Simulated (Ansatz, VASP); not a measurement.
# W2I in VASP and in Ansatz

The input INCAR:

```
SYSTEM = W2I
PREC = Accurate ; ENCUT = 600
EDIFF = 1E-6 ; ISMEAR = 0
SIGMA = 0.1 ; LREAL = .FALSE.
LASPH = .TRUE. ; NELM = 80
ALGO = Normal ; ISIF = 3
LWAVE = .FALSE. ; LCHARG = .FALSE.
GGA = PE ; IBRION = 2
NSW = 90 ; EDIFFG = -0.04
```

Contents of KPOINTS:

```
regular mesh
0
G
  6 6 6
  0 0 0
```

Contents of POSCAR:

```
W2I
1.0
    0.0000000000      3.1334418505      3.1334418505
    3.1334418505      0.0000000000      3.1334418505
    3.1334418505      3.1334418505      0.0000000000
W I
2 1
Direct
    0.2500000000      0.2500000000      0.2500000000
    0.7500000000      0.7500000000      0.7500000000
    0.0000000000      0.0000000000      0.0000000000
```

Input for Ansatz:

```yaml
crystal:
  lattice:
    - [0.0, 3.1334418505, 3.1334418505]
    - [3.1334418505, 0.0, 3.1334418505]
    - [3.1334418505, 3.1334418505, 0.0]
  atoms:
    - { symbol: W, position: [0.25, 0.25, 0.25] }
    - { symbol: W, position: [0.75, 0.75, 0.75] }
    - { symbol: I, position: [0.0, 0.0, 0.0] }
basis:
  ecutwfc: 420
kpoints:
  mp_grid: { grid: [6, 6, 6] }
hamiltonian:
  xc: pbe
scf:
  occupations: { method: gaussian, width: 0.1 }
  lower_state_search: "off"
output:
  forces: true
  stress: true
  eigenvalues: true
relax:
  adjacent_minimum: "off"
  f_tol: 0.04
  max_steps: 70
  cell: { stress_tol: 0.4 }
```

Alike in both runs: task relaxation of cell and atoms; functional PBE; k mesh 6 × 6 × 6; occupations gaussian, width 0.1 eV; no spin polarisation.

|  | VASP | Ansatz |
| --- | --- | --- |
| version | VASP 6.6.1 | Ansatz 0.2.0 |
| potentials or method | VASP PAW PBE potentials, release 64 (W_sv, I), cutoff 600 eV | scalar-relativistic, plane waves, PAW |
| valence electrons in the cell | 35 | 45 |

|  | VASP | Ansatz | Ansatz less VASP |
| --- | --- | --- | --- |
| gap on the k mesh at the Fermi level, each at its own relaxed structure (eV) | none | none | - |
| relaxed volume (Å³/atom) | 20.33 | 20.34 | +0.009 |
| relaxed length of the cell vector where the two differ most in proportion (Å) | 4.418 | 4.419 | +0.0006 |

A gap of «none» marks a metal or a gap that the smearing closes. VASP's potentials hold 35 valence electrons a cell and Ansatz's 45, so a difference there can come from the potentials and not from the codes.

Spin-orbit coupling is off throughout.
